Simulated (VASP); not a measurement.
# B16HN16 (a cell with a defect): single point with PBE+D3(BJ)

System: B16HN16 (a cell with a defect).

```xyz
33
Lattice="-5.0122 2.8938 3.2949 0.0000 -5.7876 3.2949 5.0122 2.8938 3.2949" Properties=species:S:1:pos:R:3 pbc="T T T"
B     3.7638   -0.7123    6.5292
B     2.4994    1.4463    6.4832
B     1.2584    3.6284    6.5688
B    -3.7398   -0.7100    6.5681
B     0.0064    0.0117    9.8755
B    -0.0279   -1.4166    3.3718
B    -1.2437    0.7508    3.1866
B    -1.1578   -0.7638    6.2512
B    -2.5032   -2.8645    6.5474
B    -2.4958    1.4446    6.5697
B     1.2578    0.7349    3.2335
B     1.2550   -0.7311    6.7232
B     0.0197   -2.8706    6.7220
B    -0.0116    1.4510    6.5502
B    -1.2478    3.6270    6.5818
B     2.5166   -2.8858    6.6273
N    -1.2418    2.1956    3.2545
N    -2.5037   -1.4374    6.4885
N     1.2430   -2.1504    3.3566
N     1.2666    2.1766    3.3373
N     0.0068    0.0323    3.1324
N     0.0389   -1.4555    6.9174
N    -1.2478    0.7381    6.4916
N     3.7666    2.1802    3.2945
N     2.5125    0.0094    3.2646
N     2.5196   -1.4407    6.6329
N     1.2491    0.7223    6.5517
N    -3.7528    2.1807    3.2930
N     0.0065    2.9044    6.5898
N     0.0074   -4.3298    3.2635
N    -1.2655   -2.1713    3.1342
N    -2.5003    0.0107    3.2009
H    -0.6946   -1.0286    5.0224
```

```yaml
Program: VASP 6.6.1
Task: single point
Functional: PBE
Dispersion: D3(BJ)
Potentials_or_basis: VASP PAW PBE potentials, release 64 (B, N, H)
Cutoff: 520 eV
k_mesh: 2 × 2 × 2, shifted
Occupations: gaussian, width 0.02 eV
Spin: no spin polarisation
Dipole_correction: no
Charge: -1
Further_INCAR_settings: LREAL = Auto; ALGO = Normal; EDIFF = 1e-06; NBANDS = 86; NELECT = 130.0
```

| Quantity | Value |
| --- | --- |
| Largest force | 1.159 eV/Å |
| Dispersion energy per atom | -0.142 eV |

Forces on the atoms (eV/Å):
```
B    0.034 -0.033  0.056
B   -0.001  0.014  0.040
B   -0.004  0.003 -0.007
B    0.044 -0.063  0.021
B    0.013 -0.018 -0.005
B    0.124 -0.071 -0.570
B   -0.014 -0.011  0.042
B    0.123 -0.069 -0.682
B    0.009  0.007  0.017
B    0.077 -0.005  0.018
B    0.047 -0.011  0.057
B    0.017 -0.024  0.038
B    0.028  0.001  0.040
B   -0.004 -0.010  0.014
B    0.022  0.000 -0.007
B    0.024 -0.015  0.015
N    0.019 -0.024  0.006
N   -0.016 -0.024 -0.006
N   -0.005  0.002 -0.051
N    0.025 -0.033  0.032
N    0.018 -0.061  0.107
N    0.074 -0.043  0.017
N    0.012  0.023 -0.010
N    0.015 -0.009  0.018
N    0.017 -0.009  0.026
N    0.043 -0.003  0.033
N    0.030 -0.005  0.005
N    0.007 -0.012  0.033
N    0.015 -0.001  0.032
N    0.015 -0.010  0.027
N    0.064  0.017  0.107
N    0.007 -0.003 -0.030
H   -0.877  0.501  0.568
```

Levels at points of the mesh, in eV from the Fermi level:
| k point | band 62 | band 63 | band 64 | band 65 | band 66 | band 67 | band 68 | band 69 |
| --- | --- | --- | --- | --- | --- | --- | --- | --- |
| (0.25, 0.25, 0.25) | -2.34 | -2.00 | -1.87 | -0.11 | 3.49 | 3.57 | 3.72 | 4.10 |

It took 4.3 min on 1 thread of AMD EPYC 7R13 (shared host), peak memory 0.34 GiB.

Caveat: the cell carries a net charge on a neutralising background, which shifts energy and pressure; the cell is charged against a uniform background, so pressure and absolute levels hang on convention.
